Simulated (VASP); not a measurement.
# BN (Cm) in VASP: further runs

Runs on BN. Level: LDA. Tasks: single point, relaxation of cell and atoms.

All numbers are computed with VASP 6.6.1; they aren't measurements. Logs are shortened: lines on timing, memory, paths and dates and some standing lists are left out, and cuts for length are marked.

## Step 1: The cell of the first run

The typed cell holds 2 atoms: a = 2.489 Å, b = 2.489 Å, c = 3.529 Å, α = 90.02°, β = 110.63°, γ = 120.00°.

## Step 2: Single point, LDA

File INCAR:

```
SYSTEM = BN
PREC = Accurate
ENCUT = 520
EDIFF = 1E-7
ISMEAR = 0
SIGMA = 0.01
LREAL = .FALSE.
LASPH = .TRUE.
NELM = 80
ALGO = Normal
ISIF = 2
LWAVE = .FALSE.
LCHARG = .FALSE.
NBANDS = 11
```

File KPOINTS:

```
regular mesh
0
G
  12 12 12
  0 0 0
```

File POSCAR:

```
BN
1.0
    2.4772132687      0.0024290348     -0.2377062476
   -1.2293042602      2.1506736694      0.2377173590
   -0.9330279452     -0.8974335340      3.2824564018
B N
1 1
Direct
    0.9911240036      0.9914667072     -0.0060232892
    0.6570249964      0.3244172928      0.9928282892
```

Potentials or basis: VASP PAW LDA potentials, release 64 (B, N).

On the command line:

```console
$ cat potpaw_LDA.64/B/POTCAR potpaw_LDA.64/N/POTCAR > POTCAR
$ mpirun -np 1 vasp_std > vasp.out
```

OUTCAR:

```text
SYSTEM = BN
   PREC = Accurate
   ENCUT = 520
   EDIFF = 1E-7
   ISMEAR = 0
   LREAL = .FALSE.
   LASPH = .TRUE.
   NELM = 80
   ISIF = 2

 ion  position               nearest neighbor table
   1  0.991  0.991  0.994-   2 1.44   2 1.44   2 1.44
   2  0.657  0.324  0.993-   1 1.44   1 1.44   1 1.44

  LATTYP: Found a base centered monoclinic cell.
 ALAT       =     4.3103659715
 B/A-ratio  =     0.5773522834
 C/A-ratio  =     0.8187964226
 COS(beta)  =    -0.4074702109

  Lattice vectors:

 A1 = (  -1.2293042602,   2.1506736694,   0.2377173590)
 A2 = (  -2.4772132687,  -0.0024290348,   0.2377062476)
 A3 = (   1.5441853235,  -0.8950044992,   3.0447501542)

Analysis of symmetry for initial positions (statically):
=====================================================================
 Subroutine PRICEL returns:
 Original cell was already a primitive cell.

 Routine SETGRP: Setting up the symmetry group for a
 base centered monoclinic supercell.

 Subroutine GETGRP returns: Found  2 space group operations
 (whereof  1 operations were pure point group operations)
 out of a pool of  4 trial point group operations.

The static configuration has the point symmetry C_1 .
 The point group associated with its full space group is C_1h.

Analysis of symmetry for dynamics (positions and initial velocities):
=====================================================================
 Subroutine PRICEL returns:
 Original cell was already a primitive cell.

 Routine SETGRP: Setting up the symmetry group for a
 base centered monoclinic supercell.

 Subroutine GETGRP returns: Found  2 space group operations
 (whereof  1 operations were pure point group operations)
 out of a pool of  4 trial point group operations.

The dynamic configuration has the point symmetry C_1 .
 The point group associated with its full space group is C_1h.

 Subroutine INISYM returns: Found  2 space group operations
 (whereof  1 operations are pure point group operations),
 and found     1 'primitive' translations

----------------------------------------------------------------------------------------

                                     Primitive cell

  volume of cell :      17.2864

  direct lattice vectors                    reciprocal lattice vectors
     2.477213269  0.002429035 -0.237706248     0.420726005  0.220598037  0.179902221
    -1.229304260  2.150673669  0.237717359     0.011879433  0.457560208  0.128475040
    -0.933027945 -0.897433534  3.282456402     0.029607477 -0.017161682  0.308373672

  length of vectors
     2.488593124  2.488593124  3.528519254     0.507975072  0.475403303  0.310266736

  position of ions in fractional coordinates (direct lattice)
     0.991124004  0.991466707  0.993976711
     0.657024996  0.324417293  0.992828289

  ion indices of the primitive-cell ions
   primitive index   ion index
                 1           1
                 2           2

----------------------------------------------------------------------------------------

 KPOINTS: regular mesh

Automatic generation of k-mesh.
 Grid dimensions read from file:
 generate k-points for:   12   12   12

 Generating k-lattice:

  Cartesian coordinates                     Fractional coordinates (reciprocal lattice)
     0.035060500  0.018383170  0.014991852     0.083333333  0.000000000  0.000000000
     0.000989953  0.038130017  0.010706253     0.000000000  0.083333333  0.000000000
     0.002467290 -0.001430140  0.025697806    -0.000000000  0.000000000  0.083333333

  Length of vectors
     0.042331256  0.039616942  0.025855561

  Shift w.r.t. Gamma in fractional coordinates (k-lattice)
     0.000000000  0.000000000  0.000000000

 Subroutine IBZKPT returns following result:
 ===========================================

 Found    476 irreducible k-points:

 Following reciprocal coordinates:
            Coordinates               Weight
  0.000000  0.000000  0.000000      1.000000
  0.083333  0.000000  0.000000      4.000000
  0.166667  0.000000 -0.000000      4.000000
  0.250000  0.000000  0.000000      4.000000
  0.333333 -0.000000 -0.000000      4.000000
  0.416667  0.000000 -0.000000      4.000000
[... 16 lines left out ...]
  0.250000  0.166667  0.000000      4.000000
  0.333333  0.166667  0.000000      4.000000
 [... further k-points ...]
   k-points           NKPTS =    476   k-points in BZ     NKDIM =    476   number of bands    NBANDS=     11
   number of dos      NEDOS =    301   number of ions     NIONS =      2
   total plane-waves  NPLWV =  11200
   dimension x,y,z NGX =    20 NGY =   20 NGZ =   28
   dimension x,y,z NGXF=    40 NGYF=   40 NGZF=   56
   ions per type =               1   1
   NGX,Y,Z   is equivalent  to a cutoff of  13.36, 13.36, 13.19 a.u.
   NGXF,Y,Z  is equivalent  to a cutoff of  26.72, 26.72, 26.38 a.u.
 SYSTEM =  BN
   PREC   = accura    normal or accurate (medium, high low for compatibility)
   ISTART =      0    job   : 0-new  1-cont  2-samecut
   ICHARG =      2    charge: 1-file 2-atom 10-const
   ISPIN  =      1    spin polarized calculation?
   LNONCOLLINEAR =      F non collinear calculations
   LSORBIT =      F    spin-orbit coupling
   LASPH  =      T    aspherical Exc in radial PAW
   ENCUT  =  520.0 eV  38.22 Ry    6.18 a.u.   4.63  4.63  6.56*2*pi/ulx,y,z
   NELM   =     80;   NELMIN=  2; NELMDL= -5     # of ELM steps
   EDIFF  = 0.1E-06   stopping-criterion for ELM
   LREAL  =      F    real-space projection
   EDIFFG = 0.1E-05   stopping-criterion for IOM
   NSW    =      0    number of steps for IOM
   IBRION =     -1    ionic relax: 0-MD 1-quasi-New 2-CG
   NFREE  =      0    steps in history (QN), initial steepest desc. (CG)
   ISIF   =      2    stress and relaxation
   ISYM   =      2    0-nonsym 1-usesym 2-fastsym
   POTIM  = 0.5000    time-step for ionic-motion
   TEBEG  =    0.0;   TEEND  =   0.0 temperature during run
   PSTRESS=    0.0 pullay stress
   NELECT =       8.0000    total number of electrons
   NUPDOWN=      -1.0000    fix difference up-down
   EMIN   =  10.00;   EMAX   =-10.00  energy-range for DOS
   EFERMI =   0.00;   METHOD = LEGACY
   ISMEAR =     0;   SIGMA  =   0.01  broadening in eV -4-tet -1-fermi 0-gaus
   EFERMI_NEDOS =   21; number of points for ismear=-14 and -15
   IALGO  =     38    algorithm
   IMIX   =      4    mixing-type and parameters
     AMIX     =   0.40;   BMIX     =  1.00
     AMIX_MAG =   1.60;   BMIX_MAG =  1.00
  volume/ion in A,a.u.               =       8.64        58.33
  Fermi-wavevector in a.u.,A,eV,Ry     =   1.266301  2.392961 21.817179  1.603517
  Thomas-Fermi vector in A             =   2.399509
   LORBIT       =      0    0 simple, 1 ext, 2 COOP (PROOUT), +10 PAW based schemes
   GGA     = CA    functional components
   LHFCALC =     F    Hartree Fock is set to
   AEXX    =    0.0000 exact exchange contribution
   IVDW    =     0    specifies the selected vdW correction
   LEPSILON=     F    determine dielectric tensor
   LRPA    =     F    only Hartree local field effects (RPA)
 non-spin polarized calculation
 Gauss-broadening in eV      SIGMA  =   0.01
  energy-cutoff  :      520.00
  volume of cell :       17.29
 maximum number of plane-waves:       478
   NGX =  9   NGY =  9   NGZ = 13

 number of electron       8.0000000 magnetization

 Free energy of the ion-electron system (eV)
  ---------------------------------------------------
  ext. energy  EPLUGINS =         0.00000000
  ---------------------------------------------------
  free energy    TOTEN  =       -19.29161339 eV

  energy without entropy =      -19.29161339  energy(sigma->0) =      -19.29161339

 E-fermi :   2.5290     XC(G=0): -10.7519

 val. band max:        2.4551579364   @ k =   0.3333   0.4167   0.0000
 cond. band min:       6.4710555391   @ k =   0.5000   0.5000   0.5000
 fundamental gap:      4.0158976026
 Fermi energy:         2.5290322062

 k-point     1 :       0.0000    0.0000    0.0000
  band No.  band energies     occupation
      1     -15.2628      2.00000
      2      -1.5713      2.00000
      3       1.1858      2.00000
      4       1.1859      2.00000
      5       7.6108      0.00000
      6      14.1708      0.00000
      7      14.1711      0.00000
      8      15.6947      0.00000
      9      17.7776      0.00000
     10      28.4843      0.00000
     11      31.1204      0.00000

 k-point     2 :       0.0833    0.0000    0.0000
  band No.  band energies     occupation
      1     -15.1137      2.00000
      2      -1.5023      2.00000
      3       0.6317      2.00000
      4       0.9165      2.00000
      5       8.0157      0.00000
      6      14.0867      0.00000
      7      14.7688      0.00000
      8      15.2230      0.00000
      9      18.2093      0.00000
     10      28.3051      0.00000
     11      28.8622      0.00000

 k-point     3 :       0.1667    0.0000   -0.0000
  band No.  band energies     occupation
      1     -14.6760      2.00000
      2      -1.2885      2.00000
      3      -0.7349      2.00000
      4       0.2618      2.00000
      5       9.0555      0.00000
      6      13.6071      0.00000
      7      14.2381      0.00000
      8      16.3870      0.00000
      9      19.2474      0.00000
     10      25.2500      0.00000
     11      29.3474      0.00000

 k-point     4 :       0.2500    0.0000    0.0000
  band No.  band energies     occupation
      1     -13.9832      2.00000
      2      -2.5409      2.00000
      3      -0.7851      2.00000
      4      -0.4962      2.00000
      5      10.1044      0.00000
      6      12.1923      0.00000
      7      14.0202      0.00000
      8      18.6586      0.00000
      9      20.4794      0.00000
     10      23.1687      0.00000
     11      28.6564      0.00000

 k-point     5 :       0.3333   -0.0000   -0.0000
  band No.  band energies     occupation
      1     -13.1128      2.00000
      2      -4.3056      2.00000
      3      -1.1471      2.00000
      4      -0.0928      2.00000
      5       9.0213      0.00000
      6      12.2786      0.00000
      7      14.5523      0.00000
      8      21.1448      0.00000
      9      21.1702      0.00000
     10      22.4833      0.00000
     11      28.5042      0.00000
[... 211 lines left out ...]
 k-point    21 :       0.0833    0.1667    0.0000
  band No.  band energies     occupation
      1     -14.2809      2.00000
      2      -1.8169      2.00000
      3      -0.7513      2.00000
      4      -0.3886      2.00000
      5       9.5870      0.00000
      6      12.9448      0.00000
      7      14.3343      0.00000
      8      17.1838      0.00000
      9      20.1503      0.00000
     10      23.5523      0.00000
     11      27.5434      0.00000

 k-point    22 :       0.1667    0.1667   -0.0000
  band No.  band energies     occupation
      1     -13.6117      2.00000
      2      -3.0132      2.00000
      3      -1.4367      2.00000
      4      -0.3008      2.00000
      5      10.2504      0.00000
      6      12.3096      0.00000
      7      14.9925      0.00000
      8      17.7347      0.00000
      9      20.7473      0.00000
     10      22.4496      0.00000
     11      27.1767      0.00000

 k-point    23 :       0.2500    0.1667    0.0000
  band No.  band energies     occupation
      1     -12.7795      2.00000
      2      -4.3464      2.00000
      3      -2.3407      2.00000
      4       0.3758      2.00000
      5       8.9812      0.00000
      6      13.4179      0.00000
      7      15.3942      0.00000
      8      18.7809      0.00000
      9      20.0133      0.00000
     10      23.6370      0.00000
     11      26.7063      0.00000

 k-point    24 :       0.3333    0.1667    0.0000
  band No.  band energies     occupation
      1     -11.9743      2.00000
      2      -5.5415      2.00000
      3      -2.8876      2.00000
      4       1.1584      2.00000
      5       7.4246      0.00000
      6      14.2058      0.00000
      7      15.8676      0.00000
      8      19.3556      0.00000
      9      21.1001      0.00000
     10      24.0343      0.00000
     11      26.5557      0.00000

 [... further k-points ...]

------------------------ aborting loop because EDIFF is reached ----------------------------------------

  FORCE on cell =-STRESS in cart. coord.  units (eV):
  Direction    XX          YY          ZZ          XY          YZ          ZX
  --------------------------------------------------------------------------------------
  -------------------------------------------------------------------------------------
  Total        0.0833266      0.0839806     -0.0141271      0.0005709      0.0056114     -0.0096807
  in kB        7.7230753      7.7836882     -1.3093597      0.0529102      0.5200920     -0.8972500
  external PRESSURE =       4.7324679 kB  Pullay stress =       0.0000000 kB

 VOLUME and BASIS-vectors are now :
 -----------------------------------------------------------------------------
  energy-cutoff  :      520.00
  volume of cell :       17.29
      direct lattice vectors                 reciprocal lattice vectors
     2.477213269  0.002429035 -0.237706248     0.420726005  0.220598037  0.179902221
    -1.229304260  2.150673669  0.237717359     0.011879433  0.457560208  0.128475040
    -0.933027945 -0.897433534  3.282456402     0.029607477 -0.017161682  0.308373672

 POSITION                                       TOTAL-FORCE (eV/Angst)
 -----------------------------------------------------------------------------------
      0.30900      1.24270      3.26278         0.000106     -0.000061      0.000416
      0.30245     -0.19169      3.17986        -0.000106      0.000061     -0.000416
 -----------------------------------------------------------------------------------
    total drift:                               -0.000071      0.000041     -0.000006

  FREE ENERGIE OF THE ION-ELECTRON SYSTEM (eV)
  ---------------------------------------------------
  free  energy   TOTEN  =       -19.2916133868 eV

  energy  without entropy=      -19.2916133868  energy(sigma->0) =      -19.29161339
```

Run time: 44 s. Hardware: 1 thread of Intel Xeon Platinum 8488C (Sapphire Rapids), shared host; peak memory 0.18 GiB.

What came out:

- Free energy: -19.2916 eV
- Pressure: 0.5 GPa
- Band gap on the k mesh: 4.02 eV, indirect (least direct gap 4.60 eV)

## Step 3: Relaxation of cell and atoms, LDA

File INCAR:

```
PREC = Accurate
ENCUT = 600
EDIFF = 1E-6
ISMEAR = 0
SIGMA = 0.01
LREAL = F
LASPH = T
NELM = 60
ALGO = Normal
ISIF = 3
LWAVE = F
LCHARG = F
GGA = CA
IBRION = 2
NSW = 80
EDIFFG = -0.001
```

File KPOINTS:

```
Automatic mesh
0
Gamma
  12 12 12
```

File POSCAR:

```
BN
1.0
    2.4778435358      0.0021709244     -0.2306819247
   -1.2298410995      2.1510895318      0.2306972359
   -0.9241346855     -0.9026877651      3.2795835573
B N
1 1
Direct
    0.9911375126      0.9914531049     -0.0060240828
    0.6570114874      0.3244308951      0.9928290828
```

Potentials or basis: VASP PAW LDA potentials, release 64 (B, N).

On the command line:

```console
$ cat potpaw_LDA.64/B/POTCAR potpaw_LDA.64/N/POTCAR > POTCAR
$ mpirun -np 1 vasp_std > vasp.out
```

Wall time 13 min (1 thread of Oxide Virtual Turin-like, shared host); peak memory 0.15 GiB.

It converged, with:

```yaml
Free_energy: -19.2941 eV
Relaxed_volume: 8.59 Å³/atom
Relaxed_cell: a = 2.490 Å, b = 2.490 Å, c = 3.506 Å, α = 90.11°, β = 110.68°, γ = 120.00°
Space_group_after_relaxing_to_0.05_Å: R3m (No. 160)
Energy_gained_by_relaxing: 0.1 meV/atom
Ionic_steps: 50
Pressure_after_relaxing: 0.0 GPa
Band_gap_on_the_k_mesh: 3.98 eV, indirect (least direct gap 4.60 eV)
```

Step by step:
| step | energy change (eV) | largest force (eV/Å) | pressure (GPa) | volume (Å³) |
| --- | --- | --- | --- | --- |
| 1 | 0.0000 | 0.0035 | 0.29 | 17.29 |
| 3 | 0.0000 | 0.0017 | -0.10 | 17.30 |
| 5 | -0.0001 | 0.0224 | -0.09 | 17.27 |
| 7 | -0.0001 | 0.0374 | -0.10 | 17.24 |
| 9 | -0.0001 | 0.0327 | -0.08 | 17.24 |
| 11 | -0.0001 | 0.0112 | -0.03 | 17.21 |
| 13 | -0.0001 | 0.0063 | 0.00 | 17.18 |
| 15 | -0.0001 | 0.0132 | 0.01 | 17.17 |
| 17 | -0.0001 | 0.0098 | 0.02 | 17.18 |
| 19 | -0.0001 | 0.0025 | 0.01 | 17.18 |
| 21 | -0.0001 | 0.0001 | 0.00 | 17.18 |
| 23 | -0.0001 | 0.0014 | -0.01 | 17.18 |
| 25 | -0.0001 | 0.0034 | 0.00 | 17.18 |
| 27 | -0.0001 | 0.0017 | 0.01 | 17.18 |
| 29 | -0.0001 | 0.0067 | -0.02 | 17.18 |
| 31 | -0.0001 | 0.0039 | 0.00 | 17.18 |
| 33 | -0.0001 | 0.0001 | -0.02 | 17.18 |
| 35 | -0.0001 | 0.0050 | -0.04 | 17.18 |
| 37 | -0.0001 | 0.0046 | -0.04 | 17.18 |
| 39 | -0.0001 | 0.0022 | -0.02 | 17.18 |
| 41 | -0.0001 | 0.0076 | 0.06 | 17.17 |
| 43 | -0.0001 | 0.0021 | 0.02 | 17.18 |
| 45 | -0.0001 | 0.0003 | 0.01 | 17.18 |
| 47 | -0.0001 | 0.0034 | 0.00 | 17.18 |
| 49 | -0.0001 | 0.0012 | 0.01 | 17.18 |
| 50 | -0.0001 | 0.0002 | 0.00 | 17.18 |

Final structure:
```
B N
1.0
     2.47864    0.00231   -0.23569
    -1.23012    2.15185    0.23570
    -0.93312   -0.89809    3.25787
B N
1 1
Direct
  0.99117 0.99149 0.99404
  0.65698 0.32440 0.99277
```

Levels at points of the mesh, in eV from the valence-band top:
```
           k point  band 1  band 2  band 3  band 4  band 5  band 6  band 7  band 8
(0.00, 0.00, 0.00)  -17.73   -3.98   -1.28   -1.28    5.20   11.69   11.70   13.22
(0.50, 0.00, 0.00)  -14.31   -8.81   -4.19   -1.32    3.99   10.00   14.36   18.11
(0.00, 0.50, 0.00)  -14.42   -9.00   -4.10   -0.54    5.23   10.15   13.05   15.30
(0.50, 0.50, 0.00)  -14.42   -9.00   -4.10   -0.53    5.25   10.14   13.04   15.27
(0.00, 0.00, 0.50)  -17.32   -6.57   -1.31   -1.31   10.50   11.59   11.59   12.89
(0.50, 0.50, 0.50)  -14.31   -8.81   -4.19   -1.33    3.98   10.00   14.38   18.15
```

A k mesh can miss the band edges.
